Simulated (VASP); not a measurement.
# Zr (P-62m) in VASP: single point with PBEsol

Aim: the single point of Zr with PBEsol.

All numbers are computed with VASP 6.6.1; they aren't measurements. Logs are shortened: lines on timing, memory, paths and dates and some standing lists are left out, and cuts for length are marked.

### Step 1. The cell of the first run

Symmetry: P-62m, No. 189, hexagonal system. The conventional cell has a = 5.566 Å, b = 5.566 Å, c = 5.147 Å, α = 90.00°, β = 90.00°, γ = 120.00°. Within 4.2 Å of Zr (site symmetry -6) lie 9 Zr at 3.19 to 3.21 Å. Within 4.1 Å of Zr (site symmetry m2m) lie 10 Zr at 3.11 to 3.26 Å.

### Step 2. Single point, PBEsol

Input file INCAR:

```
PREC = Accurate
ENCUT = 500
EDIFF = 1E-6
ISMEAR = 1
SIGMA = 0.1
LREAL = F
LASPH = T
NELM = 120
ALGO = Normal
ISIF = 2
LWAVE = F
LCHARG = F
GGA = PS
NBANDS = 38
GGA_COMPAT = F
```

Input file KPOINTS:

```
regular mesh
0
Gamma
  5 5 5
```

Input file POSCAR:

```
Zr
1.0
    5.5665000000      0.0000000000      0.0000000000
   -2.7832500000      4.8207300000      0.0000000000
    0.0000000000      0.0000000000      5.1470500000
Zr
5
Direct
    0.6666666667      0.3333333333      0.0000000000
    0.3333333333      0.6666666667      0.0000000000
    0.0000000000      0.3230600000      0.5000000000
    0.6769400000      0.6769400000      0.5000000000
    0.3230600000      0.0000000000      0.5000000000
```

Potentials or basis: VASP PAW PBE potentials, release 64 (Zr_sv).

On the command line:

```bash
> cat potpaw_PBE.64/Zr_sv/POTCAR > POTCAR
> mpirun -np 1 vasp_std > vasp.out
```

OUTCAR:

```text
PREC = Accurate
   ENCUT = 500
   EDIFF = 1E-6
   ISMEAR = 1
   LREAL = F
   LASPH = T
   NELM = 120
   ISIF = 2
   GGA = PS

 ion  position               nearest neighbor table
   1  0.667  0.333  0.000-   4 3.19   4 3.19   5 3.19   5 3.19   3 3.19   3 3.19   2 3.21   2 3.21
                             2 3.21
   2  0.333  0.667  0.000-   3 3.19   3 3.19   5 3.19   5 3.19   4 3.19   4 3.19   1 3.21   1 3.21
                             1 3.21
   3  0.000  0.323  0.500-   4 3.11   5 3.11   2 3.19   2 3.19   1 3.19   1 3.19   5 3.26   4 3.26
                             4 3.26   5 3.26
   4  0.677  0.677  0.500-   3 3.11   5 3.11   1 3.19   1 3.19   2 3.19   2 3.19   5 3.26   3 3.26
                             3 3.26   5 3.26
   5  0.323  0.000  0.500-   3 3.11   4 3.11   2 3.19   2 3.19   1 3.19   1 3.19   3 3.26   4 3.26
                             3 3.26   4 3.26

  LATTYP: Found a hexagonal cell.
 ALAT       =     5.5665000000
 C/A-ratio  =     0.9246474445

  Lattice vectors:

 A1 = (   5.5665000000,   0.0000000000,   0.0000000000)
 A2 = (  -2.7832500000,   4.8207300000,   0.0000000000)
 A3 = (   0.0000000000,   0.0000000000,   5.1470500000)

Analysis of symmetry for initial positions (statically):
=====================================================================
 Subroutine PRICEL returns:
 Original cell was already a primitive cell.

 Routine SETGRP: Setting up the symmetry group for a
 hexagonal supercell.

 Subroutine GETGRP returns: Found 12 space group operations
 (whereof 12 operations were pure point group operations)
 out of a pool of 24 trial point group operations.

The static configuration has the point symmetry D_3h.

Analysis of symmetry for dynamics (positions and initial velocities):
=====================================================================
 Subroutine PRICEL returns:
 Original cell was already a primitive cell.

 Routine SETGRP: Setting up the symmetry group for a
 hexagonal supercell.

 Subroutine GETGRP returns: Found 12 space group operations
 (whereof 12 operations were pure point group operations)
 out of a pool of 24 trial point group operations.

The dynamic configuration has the point symmetry D_3h.

 Subroutine INISYM returns: Found 12 space group operations
 (whereof 12 operations are pure point group operations),
 and found     1 'primitive' translations

----------------------------------------------------------------------------------------

                                     Primitive cell

  volume of cell :     138.1190

  direct lattice vectors                    reciprocal lattice vectors
     5.566500000  0.000000000  0.000000000     0.179646097  0.103718731  0.000000000
    -2.783250000  4.820730000  0.000000000     0.000000000  0.207437463  0.000000000
     0.000000000  0.000000000  5.147050000     0.000000000  0.000000000  0.194286047

  length of vectors
     5.566500000  5.566499645  5.147050000     0.207437450  0.207437463  0.194286047

  position of ions in fractional coordinates (direct lattice)
     0.666666667  0.333333333  0.000000000
     0.333333333  0.666666667  0.000000000
     0.000000000  0.323060000  0.500000000
     0.676940000  0.676940000  0.500000000
     0.323060000  0.000000000  0.500000000

  ion indices of the primitive-cell ions
   primitive index   ion index
                 1           1
                 2           2
                 3           3
                 4           4
                 5           5

----------------------------------------------------------------------------------------

 KPOINTS: regular mesh

Automatic generation of k-mesh.
 Grid dimensions read from file:
 generate k-points for:    5    5    5

 Generating k-lattice:

  Cartesian coordinates                     Fractional coordinates (reciprocal lattice)
     0.035929219  0.020743746  0.000000000     0.200000000  0.000000000  0.000000000
     0.000000000  0.041487493  0.000000000     0.000000000  0.200000000  0.000000000
     0.000000000  0.000000000  0.038857209     0.000000000  0.000000000  0.200000000

  Length of vectors
     0.041487490  0.041487493  0.038857209

  Shift w.r.t. Gamma in fractional coordinates (k-lattice)
     0.000000000  0.000000000  0.000000000

 Subroutine IBZKPT returns following result:
 ===========================================

 Found     15 irreducible k-points:

 Following reciprocal coordinates:
            Coordinates               Weight
  0.000000  0.000000  0.000000      1.000000
  0.200000 -0.000000  0.000000      6.000000
  0.400000 -0.000000  0.000000      6.000000
  0.200000  0.200000  0.000000      6.000000
  0.400000  0.200000  0.000000      6.000000
  0.000000  0.000000  0.200000      2.000000
  0.200000 -0.000000  0.200000     12.000000
  0.400000 -0.000000  0.200000     12.000000
  0.200000  0.200000  0.200000     12.000000
  0.400000  0.200000  0.200000     12.000000
  0.000000  0.000000  0.400000      2.000000
  0.200000 -0.000000  0.400000     12.000000
  0.400000 -0.000000  0.400000     12.000000
  0.200000  0.200000  0.400000     12.000000
  0.400000  0.200000  0.400000     12.000000
   k-points           NKPTS =     15   k-points in BZ     NKDIM =     15   number of bands    NBANDS=     38
   number of dos      NEDOS =    301   number of ions     NIONS =      5
   total plane-waves  NPLWV =  70560
   dimension x,y,z NGX =    42 NGY =   42 NGZ =   40
   dimension x,y,z NGXF=    84 NGYF=   84 NGZF=   80
   ions per type =               5
   NGX,Y,Z   is equivalent  to a cutoff of  12.54, 12.54, 12.92 a.u.
   NGXF,Y,Z  is equivalent  to a cutoff of  25.09, 25.09, 25.84 a.u.
 SYSTEM =  unknown system
   PREC   = accura    normal or accurate (medium, high low for compatibility)
   ISTART =      0    job   : 0-new  1-cont  2-samecut
   ICHARG =      2    charge: 1-file 2-atom 10-const
   ISPIN  =      1    spin polarized calculation?
   LNONCOLLINEAR =      F non collinear calculations
   LSORBIT =      F    spin-orbit coupling
   LASPH  =      T    aspherical Exc in radial PAW
   ENCUT  =  500.0 eV  36.75 Ry    6.06 a.u.  10.15 10.15  9.38*2*pi/ulx,y,z
   NELM   =    120;   NELMIN=  2; NELMDL= -5     # of ELM steps
   EDIFF  = 0.1E-05   stopping-criterion for ELM
   LREAL  =      F    real-space projection
   EDIFFG = 0.1E-04   stopping-criterion for IOM
   NSW    =      0    number of steps for IOM
   IBRION =     -1    ionic relax: 0-MD 1-quasi-New 2-CG
   NFREE  =      0    steps in history (QN), initial steepest desc. (CG)
   ISIF   =      2    stress and relaxation
   ISYM   =      2    0-nonsym 1-usesym 2-fastsym
   POTIM  = 0.5000    time-step for ionic-motion
   TEBEG  =    0.0;   TEEND  =   0.0 temperature during run
   PSTRESS=    0.0 pullay stress
   NELECT =      60.0000    total number of electrons
   NUPDOWN=      -1.0000    fix difference up-down
   EMIN   =  10.00;   EMAX   =-10.00  energy-range for DOS
   EFERMI =   0.00;   METHOD = LEGACY
   ISMEAR =     1;   SIGMA  =   0.10  broadening in eV -4-tet -1-fermi 0-gaus
   EFERMI_NEDOS =   21; number of points for ismear=-14 and -15
   IALGO  =     38    algorithm
   IMIX   =      4    mixing-type and parameters
     AMIX     =   0.40;   BMIX     =  1.00
     AMIX_MAG =   1.60;   BMIX_MAG =  1.00
  volume/ion in A,a.u.               =      27.62       186.41
  Fermi-wavevector in a.u.,A,eV,Ry     =   1.239864  2.343004 20.915735  1.537263
  Thomas-Fermi vector in A             =   2.374329
   LORBIT       =      0    0 simple, 1 ext, 2 COOP (PROOUT), +10 PAW based schemes
   GGA     = PS    functional components
   LHFCALC =     F    Hartree Fock is set to
   AEXX    =    0.0000 exact exchange contribution
   IVDW    =     0    specifies the selected vdW correction
   LEPSILON=     F    determine dielectric tensor
   LRPA    =     F    only Hartree local field effects (RPA)
 non-spin polarized calculation
 Methfessel and Paxton  Order N= 1 SIGMA  =   0.10
  energy-cutoff  :      500.00
  volume of cell :      138.12
 maximum number of plane-waves:      3529
 NGX is ok and might be reduce to    42
   NGX = 21   NGY = 21   NGZ = 19

 number of electron      59.9999999 magnetization

 Free energy of the ion-electron system (eV)
  ---------------------------------------------------
  ext. energy  EPLUGINS =         0.00000000
  ---------------------------------------------------
  free energy    TOTEN  =       -42.60163791 eV

  energy without entropy =      -42.60043890  energy(sigma->0) =      -42.60123824

 E-fermi :   6.7535     XC(G=0): -10.3106

 val. band max:        6.7475138666   @ k =   0.4000   0.2000   0.4000
 cond. band min:       6.7676763882   @ k =   0.4000  -0.0000   0.0000
 fundamental gap:      0.0201625215
 Fermi energy:         6.7535395328

 k-point     1 :       0.0000    0.0000    0.0000
  band No.  band energies     occupation
      1     -41.9678      2.00000
      2     -41.8475      2.00000
      3     -41.8381      2.00000
      4     -41.8058      2.00000
      5     -41.8058      2.00000
      6     -20.3639      2.00000
[... 30 lines left out ...]
     37       8.5141     -0.00000
     38       8.6632     -0.00000

 k-point     2 :       0.2000   -0.0000    0.0000
  band No.  band energies     occupation
      1     -41.9558      2.00000
      2     -41.8518      2.00000
      3     -41.8458      2.00000
      4     -41.8087      2.00000
      5     -41.8033      2.00000
      6     -20.3349      2.00000
[... 30 lines left out ...]
     37       8.3308     -0.00000
     38       8.4152     -0.00000

 k-point     3 :       0.4000   -0.0000    0.0000
  band No.  band energies     occupation
      1     -41.9263      2.00000
      2     -41.8806      2.00000
      3     -41.8448      2.00000
      4     -41.8105      2.00000
      5     -41.8036      2.00000
      6     -20.2990      2.00000
[... 30 lines left out ...]
     37       8.4050     -0.00000
     38       8.7097     -0.00000

 k-point     4 :       0.2000    0.2000    0.0000
  band No.  band energies     occupation
      1     -41.9347      2.00000
      2     -41.8697      2.00000
      3     -41.8481      2.00000
      4     -41.8106      2.00000
      5     -41.8026      2.00000
      6     -20.2829      2.00000
[... 30 lines left out ...]
     37       8.4038     -0.00000
     38       8.4750     -0.00000
[... 334 lines left out ...]
      4     -41.8314      2.00000
      5     -41.8144      2.00000
      6     -20.3757      2.00000
[... 30 lines left out ...]
     37       8.6952     -0.00000
     38       8.8269      0.00000

 k-point    14 :       0.2000    0.2000    0.4000
  band No.  band energies     occupation
      1     -41.9008      2.00000
      2     -41.8705      2.00000
      3     -41.8557      2.00000
      4     -41.8226      2.00000
      5     -41.8166      2.00000
      6     -20.3200      2.00000
[... 30 lines left out ...]
     37       8.3332     -0.00000
     38       8.6029     -0.00000

 k-point    15 :       0.4000    0.2000    0.4000
  band No.  band energies     occupation
      1     -41.8835      2.00000
      2     -41.8702      2.00000
      3     -41.8558      2.00000
      4     -41.8350      2.00000
      5     -41.8219      2.00000
      6     -20.3325      2.00000
[... 30 lines left out ...]
     37       8.6787     -0.00000
     38       8.7817      0.00000

------------------------ aborting loop because EDIFF is reached ----------------------------------------

  FORCE on cell =-STRESS in cart. coord.  units (eV):
  Direction    XX          YY          ZZ          XY          YZ          ZX
  --------------------------------------------------------------------------------------
  -------------------------------------------------------------------------------------
  Total       -5.9032497     -5.9032487     -6.9039084     -0.0000000      0.0000000      0.0000000
  in kB      -68.4775682    -68.4775565    -80.0851870     -0.0000000      0.0000000      0.0000000
  external PRESSURE =     -72.3467706 kB  Pullay stress =       0.0000000 kB

 VOLUME and BASIS-vectors are now :
 -----------------------------------------------------------------------------
  energy-cutoff  :      500.00
  volume of cell :      138.12
      direct lattice vectors                 reciprocal lattice vectors
     5.566500000  0.000000000  0.000000000     0.179646097  0.103718731  0.000000000
    -2.783250000  4.820730000  0.000000000     0.000000000  0.207437463  0.000000000
     0.000000000  0.000000000  5.147050000     0.000000000  0.000000000  0.194286047

 POSITION                                       TOTAL-FORCE (eV/Angst)
 -----------------------------------------------------------------------------------
      2.78325      1.60691      0.00000         0.000000      0.000000      0.000000
     -0.00000      3.21382      0.00000        -0.000000      0.000000      0.000000
     -0.89916      1.55739      2.57353        -0.145055      0.251243      0.000000
      1.88409      3.26334      2.57353        -0.145055     -0.251243      0.000000
      1.79831      0.00000      2.57353         0.290111      0.000000      0.000000
 -----------------------------------------------------------------------------------
    total drift:                                0.000001      0.000000     -0.000000

  FREE ENERGIE OF THE ION-ELECTRON SYSTEM (eV)
  ---------------------------------------------------
  free  energy   TOTEN  =       -42.6016379123 eV

  energy  without entropy=      -42.6004388995  energy(sigma->0) =      -42.60123824
```

Run time: 93 s. Hardware: 1 thread of Intel Xeon Platinum 8488C (Sapphire Rapids), shared host; peak memory 0.26 GiB.

Results:

- Free energy: -42.6016 eV
- Pressure: -7.2 GPa
- Largest force: 0.290 eV/Å
- Band gap on the k mesh: zero (bands 30 and 31 overlap by 0.20 eV)

Forces on the atoms (eV/Å):
```
Zr   0.000  0.000  0.000
Zr   0.000  0.000  0.000
Zr  -0.145  0.251  0.000
Zr  -0.145 -0.251  0.000
Zr   0.290  0.000  0.000
```

Stress tensor (GPa, compression positive):
```
-6.85  0.00  0.00
 0.00 -6.85  0.00
 0.00  0.00 -8.01
```

Levels at points of the mesh, in eV from the Fermi level:
```csv
k point,band 28,band 29,band 30,band 31,band 32,band 33
"(0.00, 0.00, 0.00)",-0.43,-0.43,-0.27,0.42,0.60,1.27
```

Caveat: the cell stands under tension; the PAW data sets were made with another functional, which shifts forces and pressure a little.
